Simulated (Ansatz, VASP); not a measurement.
## Co: VASP beside Ansatz

Contents of INCAR:

```
SYSTEM = Co
ALGO = Normal
EDIFF = 1E-6
ENCUT = 690
GGA = PE
GGA_COMPAT = .False.
ISIF = 2
ISMEAR = -1
LASPH = .True.
LCHARG = .False.
LREAL = .False.
LWAVE = .False.
NBANDS = 24
NELM = 120
PREC = Accurate
SIGMA = 0.1
```

The input KPOINTS:

```
k-points
0
Gamma
  2 2 2
  0 0 0
```

Contents of POSCAR:

```
Co
1.0
    2.4583936733      0.0000000000      0.0000000000
   -1.2291968366      2.1290313736      0.0000000000
    0.0000000000      0.0000000000      3.9606917934
Co
2
Direct
    0.3333333333      0.6666666667      0.2500000000
    0.6666666667      0.3333333333      0.7500000000
```

Input for Ansatz:

```yaml
crystal:
  lattice:
    - [2.4583936733, 0.0, 0.0]
    - [-1.2291968366, 2.1290313736, 0.0]
    - [0.0, 0.0, 3.9606917934]
  atoms:
    - { symbol: Co, position: [0.3333333333, 0.6666666667, 0.25] }
    - { symbol: Co, position: [0.6666666667, 0.3333333333, 0.75] }
hamiltonian:
  xc: pbe
  pseudopotentials:
    kind: paw
    azcp:
      Co: "pseudopotentials/Co.paw.azcp"
basis:
  ecutwfc: 420
  fft_grid_basis: typed
kpoints:
  mp_grid: { grid: [2, 2, 2], shift: [0, 0, 0] }
magnetization:
  spin_polarized: false
scf:
  occupations: { method: fermi_dirac, width: 0.1 }
  lower_state_search: "off"
output:
  stress: true
```

Alike in both runs: task single point; functional PBE; k mesh 2 × 2 × 2; occupations fermi-dirac, width 0.1 eV; no spin polarisation.

```csv
,VASP,Ansatz
version,VASP 6.6.1,Ansatz 0.2.0
potentials or method,"VASP PAW PBE potentials, release 64 (Co_sv), cutoff 690 eV","plane waves (420 eV) with PAW, scalar-relativistic"
valence electrons in the cell,34,34
```

```csv
,VASP,Ansatz,Ansatz less VASP
pressure (GPa),13.3,14.4,+1.06
"traceless stress, the component that is largest in VASP (GPa)",-1.21,-0.96,+0.251
```

The k mesh is coarse, so the values compare programs but aren't converged.
